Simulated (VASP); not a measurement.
# BaHfO3 (scanat) (Pm-3m) in VASP: single point with r2SCAN

Aim: the single point of BaHfO3 (scanat) with r2SCAN.

All numbers are computed with VASP 6.6.1; they aren't measurements. Logs are shortened: lines on timing, memory, paths and dates and some standing lists are left out, and cuts for length are marked.

### 1 The cell of the first run

It takes space group Pm-3m (No. 221, cubic). Conventional cell: a = 4.158 Å, b = 4.158 Å, c = 4.158 Å, α = 90.00°, β = 90.00°, γ = 90.00°. Within 3.9 Å of Ba (site symmetry m-3m) lie 12 O at 2.94 Å and 8 Hf at 3.60 Å. Within 2.8 Å of Hf (site symmetry m-3m) lie 6 O at 2.08 Å. Within 2.8 Å of O (site symmetry 4/mmm) lie 2 Hf at 2.08 Å.

### 2 Single point, r2SCAN

POSCAR

```
BaHfO3
1.0
    4.1581190890      0.0000000000      0.0000000000
    0.0000000000      4.1581190890      0.0000000000
    0.0000000000      0.0000000000      4.1581190890
Ba Hf O
1 1 3
Direct
    0.5000000000      0.5000000000      0.5000000000
    0.0000000000      0.0000000000      0.0000000000
    0.0000000000      0.5000000000      0.0000000000
    0.5000000000      0.0000000000      0.0000000000
    0.0000000000      0.0000000000      0.5000000000
```

INCAR.step1

```
SYSTEM = BaHfO3
PREC     = Accurate       ! precision mode
ENCUT    = 660            ! plane-wave cutoff, eV
ISMEAR   = 0              ! smearing method
SIGMA    = 0.02           ! smearing width, eV
LREAL    = .False.        ! projectors in reciprocal space
LASPH    = .True.         ! aspherical terms in the spheres
NELM     = 120            ! most SCF steps
NBANDS   = 27             ! bands
GGA      = PE             ! functional
ALGO     = Normal         ! electronic algorithm
EDIFF    = 1E-5           ! SCF threshold, eV
LWAVE    = .True.         ! write WAVECAR
LCHARG   = .False.        ! write CHGCAR
GGA_COMPAT= .False.
```

INCAR.step2

```
SYSTEM = BaHfO3
PREC     = Accurate       ! precision mode
ENCUT    = 660            ! plane-wave cutoff, eV
EDIFF    = 1E-6           ! SCF threshold, eV
ISMEAR   = 0              ! smearing method
SIGMA    = 0.02           ! smearing width, eV
LREAL    = .False.        ! projectors in reciprocal space
LASPH    = .True.         ! aspherical terms in the spheres
NELM     = 120            ! most SCF steps
ALGO     = Normal         ! electronic algorithm
ISIF     = 2              ! what is computed and relaxed
LWAVE    = .False.        ! write WAVECAR
LCHARG   = .False.        ! write CHGCAR
METAGGA  = R2SCAN         ! meta-GGA
LMIXTAU  = .True.       
NBANDS   = 27             ! bands
ISTART   = 1            
GGA_COMPAT= .False.
```

KPOINTS

```
regular mesh
0
Gamma
  6 6 6
  0 0 0
```

Potentials or basis: VASP PAW PBE potentials, release 64 (Ba_sv, Hf_pv, O).

On the command line:

```
cat potpaw_PBE.64/Ba_sv/POTCAR potpaw_PBE.64/Hf_pv/POTCAR potpaw_PBE.64/O/POTCAR > POTCAR
cp INCAR.step1 INCAR
mpirun -np 1 vasp_std > vasp.out
cp INCAR.step2 INCAR
mpirun -np 1 vasp_std > vasp.out
```

OUTCAR:

```text
SYSTEM = BaHfO3
   PREC = Accurate
   ENCUT = 660
   EDIFF = 1E-6
   ISMEAR = 0
   LREAL = .False.
   LASPH = .True.
   NELM = 120
   ISIF = 2
   METAGGA = R2SCAN
   ISTART = 1

 ion  position               nearest neighbor table
   1  0.500  0.500  0.500-   3 2.94   4 2.94   5 2.94   3 2.94   4 2.94   4 2.94   5 2.94   4 2.94
                             3 2.94   5 2.94   3 2.94   5 2.94   2 3.60   2 3.60   2 3.60   2 3.60
   2  0.000  0.000  0.000-   3 2.08   4 2.08   5 2.08   5 2.08   3 2.08   4 2.08   1 3.60   1 3.60
                             1 3.60   1 3.60   1 3.60   1 3.60   1 3.60   1 3.60
   3  0.000  0.500  0.000-   2 2.08   2 2.08   1 2.94   1 2.94   1 2.94   1 2.94
   4  0.500  0.000  0.000-   2 2.08   2 2.08   1 2.94   1 2.94   1 2.94   1 2.94
   5  0.000  0.000  0.500-   2 2.08   2 2.08   1 2.94   1 2.94   1 2.94   1 2.94

  LATTYP: Found a simple cubic cell.
 ALAT       =     4.1581190890

  Lattice vectors:

 A1 = (   4.1581190890,   0.0000000000,   0.0000000000)
 A2 = (   0.0000000000,   4.1581190890,   0.0000000000)
 A3 = (   0.0000000000,   0.0000000000,   4.1581190890)

Analysis of symmetry for initial positions (statically):
=====================================================================
 Subroutine PRICEL returns:
 Original cell was already a primitive cell.

 Routine SETGRP: Setting up the symmetry group for a
 simple cubic supercell.

 Subroutine GETGRP returns: Found 48 space group operations
 (whereof 48 operations were pure point group operations)
 out of a pool of 48 trial point group operations.

The static configuration has the point symmetry O_h .

Analysis of symmetry for dynamics (positions and initial velocities):
=====================================================================
 Subroutine PRICEL returns:
 Original cell was already a primitive cell.

 Routine SETGRP: Setting up the symmetry group for a
 simple cubic supercell.

 Subroutine GETGRP returns: Found 48 space group operations
 (whereof 48 operations were pure point group operations)
 out of a pool of 48 trial point group operations.

The dynamic configuration has the point symmetry O_h .

 Subroutine INISYM returns: Found 48 space group operations
 (whereof 48 operations are pure point group operations),
 and found     1 'primitive' translations

----------------------------------------------------------------------------------------

                                     Primitive cell

  volume of cell :      71.8937

  direct lattice vectors                    reciprocal lattice vectors
     4.158119089  0.000000000  0.000000000     0.240493353  0.000000000  0.000000000
     0.000000000  4.158119089  0.000000000     0.000000000  0.240493353  0.000000000
     0.000000000  0.000000000  4.158119089     0.000000000  0.000000000  0.240493353

  length of vectors
     4.158119089  4.158119089  4.158119089     0.240493353  0.240493353  0.240493353

  position of ions in fractional coordinates (direct lattice)
     0.500000000  0.500000000  0.500000000
     0.000000000  0.000000000  0.000000000
     0.000000000  0.500000000  0.000000000
     0.500000000  0.000000000  0.000000000
     0.000000000  0.000000000  0.500000000

  ion indices of the primitive-cell ions
   primitive index   ion index
                 1           1
                 2           2
                 3           3
                 4           4
                 5           5

----------------------------------------------------------------------------------------

 KPOINTS: regular mesh

Automatic generation of k-mesh.
 Grid dimensions read from file:
 generate k-points for:    6    6    6

 Generating k-lattice:

  Cartesian coordinates                     Fractional coordinates (reciprocal lattice)
     0.040082225  0.000000000  0.000000000     0.166666667  0.000000000  0.000000000
     0.000000000  0.040082225  0.000000000     0.000000000  0.166666667  0.000000000
     0.000000000  0.000000000  0.040082225     0.000000000  0.000000000  0.166666667

  Length of vectors
     0.040082225  0.040082225  0.040082225

  Shift w.r.t. Gamma in fractional coordinates (k-lattice)
     0.000000000  0.000000000  0.000000000

 Subroutine IBZKPT returns following result:
 ===========================================

 Found     20 irreducible k-points:

 Following reciprocal coordinates:
            Coordinates               Weight
  0.000000  0.000000  0.000000      1.000000
  0.166667  0.000000  0.000000      6.000000
  0.333333  0.000000  0.000000      6.000000
  0.500000  0.000000  0.000000      3.000000
  0.166667  0.166667  0.000000     12.000000
  0.333333  0.166667  0.000000     24.000000
[... 12 lines left out ...]
  0.500000  0.500000  0.333333      6.000000
  0.500000  0.500000  0.500000      1.000000
   k-points           NKPTS =     20   k-points in BZ     NKDIM =     20   number of bands    NBANDS=     27
   number of dos      NEDOS =    301   number of ions     NIONS =      5
   total plane-waves  NPLWV =  46656
   dimension x,y,z NGX =    36 NGY =   36 NGZ =   36
   dimension x,y,z NGXF=    72 NGYF=   72 NGZF=   72
   ions per type =               1   1   3
   NGX,Y,Z   is equivalent  to a cutoff of  14.39, 14.39, 14.39 a.u.
   NGXF,Y,Z  is equivalent  to a cutoff of  28.79, 28.79, 28.79 a.u.
 SYSTEM =  BaHfO3
   PREC   = accura    normal or accurate (medium, high low for compatibility)
   ISTART =      1    job   : 0-new  1-cont  2-samecut
   ICHARG =      0    charge: 1-file 2-atom 10-const
   ISPIN  =      1    spin polarized calculation?
   LNONCOLLINEAR =      F non collinear calculations
   LSORBIT =      F    spin-orbit coupling
   LASPH  =      T    aspherical Exc in radial PAW
   ENCUT  =  660.0 eV  48.51 Ry    6.96 a.u.   8.71  8.71  8.71*2*pi/ulx,y,z
   NELM   =    120;   NELMIN=  2; NELMDL=  0     # of ELM steps
   EDIFF  = 0.1E-05   stopping-criterion for ELM
   LREAL  =      F    real-space projection
   EDIFFG = 0.1E-04   stopping-criterion for IOM
   NSW    =      0    number of steps for IOM
   IBRION =     -1    ionic relax: 0-MD 1-quasi-New 2-CG
   NFREE  =      0    steps in history (QN), initial steepest desc. (CG)
   ISIF   =      2    stress and relaxation
   ISYM   =      2    0-nonsym 1-usesym 2-fastsym
   POTIM  = 0.5000    time-step for ionic-motion
   TEBEG  =    0.0;   TEEND  =   0.0 temperature during run
   PSTRESS=    0.0 pullay stress
   NELECT =      38.0000    total number of electrons
   NUPDOWN=      -1.0000    fix difference up-down
   EMIN   =  10.00;   EMAX   =-10.00  energy-range for DOS
   EFERMI =   0.00;   METHOD = LEGACY
   ISMEAR =     0;   SIGMA  =   0.02  broadening in eV -4-tet -1-fermi 0-gaus
   EFERMI_NEDOS =   21; number of points for ismear=-14 and -15
   IALGO  =     38    algorithm
   IMIX   =      4    mixing-type and parameters
     AMIX     =   0.40;   BMIX     =  1.00
     AMIX_MAG =   1.60;   BMIX_MAG =  1.00
  volume/ion in A,a.u.               =      14.38        97.03
  Fermi-wavevector in a.u.,A,eV,Ry     =   1.323648  2.501332 23.837999  1.752043
  Thomas-Fermi vector in A             =   2.453240
   LORBIT       =      0    0 simple, 1 ext, 2 COOP (PROOUT), +10 PAW based schemes
   METAGGA = R2SCAN    functional components
   LHFCALC =     F    Hartree Fock is set to
   AEXX    =    0.0000 exact exchange contribution
   IVDW    =     0    specifies the selected vdW correction
   LEPSILON=     F    determine dielectric tensor
   LRPA    =     F    only Hartree local field effects (RPA)
 non-spin polarized calculation
 Gauss-broadening in eV      SIGMA  =   0.02
  energy-cutoff  :      660.00
  volume of cell :       71.89
 maximum number of plane-waves:      2800
 NGX is ok and might be reduce to    36
   NGX = 17   NGY = 17   NGZ = 17

 number of electron      37.9999996 magnetization

 Free energy of the ion-electron system (eV)
  ---------------------------------------------------
  ext. energy  EPLUGINS =         0.00000000
  ---------------------------------------------------
  free energy    TOTEN  =      -108.02231283 eV

  energy without entropy =     -108.02231283  energy(sigma->0) =     -108.02231283

 E-fermi :   2.3447     XC(G=0): -11.5144

 val. band max:        2.1800328162   @ k =   0.5000   0.5000   0.5000
 cond. band min:       6.3233905304   @ k =   0.0000   0.0000   0.0000
 fundamental gap:      4.1433577142
 Fermi energy:         2.3447282875

 k-point     1 :       0.0000    0.0000    0.0000
  band No.  band energies     occupation
      1     -27.4904      2.00000
      2     -27.4904      2.00000
      3     -27.4904      2.00000
      4     -23.7138      2.00000
      5     -15.4889      2.00000
      6     -14.9934      2.00000
[... 19 lines left out ...]
     26      11.3060      0.00000
     27      11.3060      0.00000

 k-point     2 :       0.1667    0.0000    0.0000
  band No.  band energies     occupation
      1     -27.5303      2.00000
      2     -27.4893      2.00000
      3     -27.4893      2.00000
      4     -23.6928      2.00000
      5     -15.4751      2.00000
      6     -14.9875      2.00000
[... 19 lines left out ...]
     26      11.3078      0.00000
     27      11.3359      0.00000

 k-point     3 :       0.3333    0.0000    0.0000
  band No.  band energies     occupation
      1     -27.6081      2.00000
      2     -27.4871      2.00000
      3     -27.4871      2.00000
      4     -23.6510      2.00000
      5     -15.5485      2.00000
      6     -14.9756      2.00000
[... 19 lines left out ...]
     26      10.9413      0.00000
     27      11.3049      0.00000

 k-point     4 :       0.5000    0.0000    0.0000
  band No.  band energies     occupation
      1     -27.6461      2.00000
      2     -27.4860      2.00000
      3     -27.4860      2.00000
      4     -23.6301      2.00000
      5     -15.6020      2.00000
      6     -14.9696      2.00000
[... 19 lines left out ...]
     26      11.3828      0.00000
     27      11.5807      0.00000
[... 396 lines left out ...]
      4     -23.5753      2.00000
      5     -14.6112      2.00000
      6     -14.4266      2.00000
[... 19 lines left out ...]
     26      11.2784      0.00000
     27      11.9291      0.00000

 k-point    19 :       0.5000    0.5000    0.3333
  band No.  band energies     occupation
      1     -27.6314      2.00000
      2     -27.6314      2.00000
      3     -27.5938      2.00000
      4     -23.5654      2.00000
      5     -14.4939      2.00000
      6     -14.2578      2.00000
[... 19 lines left out ...]
     26      11.5338      0.00000
     27      12.2519      0.00000

 k-point    20 :       0.5000    0.5000    0.5000
  band No.  band energies     occupation
      1     -27.6300      2.00000
      2     -27.6300      2.00000
      3     -27.6300      2.00000
      4     -23.5551      2.00000
      5     -14.2301      2.00000
      6     -14.2301      2.00000
[... 19 lines left out ...]
     26      12.1219      0.00000
     27      12.1219      0.00000

------------------------ aborting loop because EDIFF is reached ----------------------------------------

  FORCE on cell =-STRESS in cart. coord.  units (eV):
  Direction    XX          YY          ZZ          XY          YZ          ZX
  --------------------------------------------------------------------------------------
  -------------------------------------------------------------------------------------
  Total        0.6605648      0.6605648      0.6605648     -0.0000000      0.0000000      0.0000000
  in kB       14.7209291     14.7209291     14.7209291     -0.0000000      0.0000000      0.0000000
  external PRESSURE =      14.7209291 kB  Pullay stress =       0.0000000 kB

 VOLUME and BASIS-vectors are now :
 -----------------------------------------------------------------------------
  energy-cutoff  :      660.00
  volume of cell :       71.89
      direct lattice vectors                 reciprocal lattice vectors
     4.158119089  0.000000000  0.000000000     0.240493353  0.000000000  0.000000000
     0.000000000  4.158119089  0.000000000     0.000000000  0.240493353  0.000000000
     0.000000000  0.000000000  4.158119089     0.000000000  0.000000000  0.240493353

 POSITION                                       TOTAL-FORCE (eV/Angst)
 -----------------------------------------------------------------------------------
      2.07906      2.07906      2.07906         0.000000      0.000000      0.000000
      0.00000      0.00000      0.00000         0.000000      0.000000      0.000000
      0.00000      2.07906      0.00000         0.000000      0.000000      0.000000
      2.07906      0.00000      0.00000         0.000000      0.000000      0.000000
      0.00000      0.00000      2.07906         0.000000      0.000000      0.000000
 -----------------------------------------------------------------------------------
    total drift:                                0.000000      0.000000     -0.000000

  FREE ENERGIE OF THE ION-ELECTRON SYSTEM (eV)
  ---------------------------------------------------
  free  energy   TOTEN  =      -108.0223128277 eV

  energy  without entropy=     -108.0223128277  energy(sigma->0) =     -108.02231283
```

It used 400 s of CPU time on 1 thread of AMD EPYC 7R13 Processor (Zen 3) (shared host).

Results:

| Quantity | Value |
| --- | --- |
| Free energy | -108.0223 eV |
| Pressure | 1.5 GPa |
| Band gap on the k mesh | 4.14 eV, indirect (least direct gap 4.37 eV) |

Caveat: the PAW data sets were made with another functional, which shifts forces and pressure a little; spin-orbit coupling is left out, which moves the levels of the heavy elements.
